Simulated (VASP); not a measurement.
Write the native input for VASP 6.6.1 that does the following.

* Task: single point
* Functional: PBE
* Potentials or basis: VASP PAW PBE potentials, release 64 (Na_pv, Sb)
* Cutoff: 520 eV
* k mesh: 6 × 6 × 4
* Occupations: gaussian, width 0.1 eV
* Spin: no spin polarisation
* Dipole correction: no
* Further INCAR settings: ALGO = Normal; EDIFF = 1e-07; NBANDS = 22

The structure of Na2Sb3 lies in POSCAR:

```
Na2Sb3
1.0
    4.4935131983      0.0000000000      0.0000000000
   -2.2467565991      3.8914965819      0.0000000000
    0.0000000000      0.0000000000      6.9911766257
Na Sb
2 3
Direct
    0.3333333333      0.6666666667      0.2450000000
    0.6666666667      0.3333333333      0.7550000000
    0.0000000000      0.0000000000      0.0000000000
    0.3333333333      0.6666666667      0.6450000000
    0.6666666667      0.3333333333      0.3550000000
```

One way to write it, as run:

INCAR

```
PREC = Accurate
ENCUT = 520
EDIFF = 1E-7
ISMEAR = 0
SIGMA = 0.1
LREAL = False
LASPH = True
NELM = 80
ALGO = Normal
ISIF = 2
LWAVE = False
LCHARG = False
GGA = PE
NBANDS = 22
```

KPOINTS

```
regular mesh
0
Gamma
  6 6 4
```

Potentials or basis: VASP PAW PBE potentials, release 64 (Na_pv, Sb).

Command:

```sh
$ cat potpaw_PBE.64/Na_pv/POTCAR potpaw_PBE.64/Sb/POTCAR > POTCAR
$ mpirun -np 1 vasp_std > vasp.out
```

It gave:

The pressure is 9.7 GPa and the largest force is 1.714 eV/Å. The band gap on the k mesh is zero (an odd number of electrons rules out a gap without spin polarisation).

Caveat: the stress differs along the axes, from 5 to 12 GPa; spin-orbit coupling is left out, which moves the levels of the heavy elements; forces of over 1 eV/Å act on the atoms, so gaps and moduli don't describe the material at rest.

Run time: 35 s on 1 thread of Intel(R) Xeon(R) Platinum 8488C (Sapphire Rapids), on a shared host, peak memory 0.26 GiB.
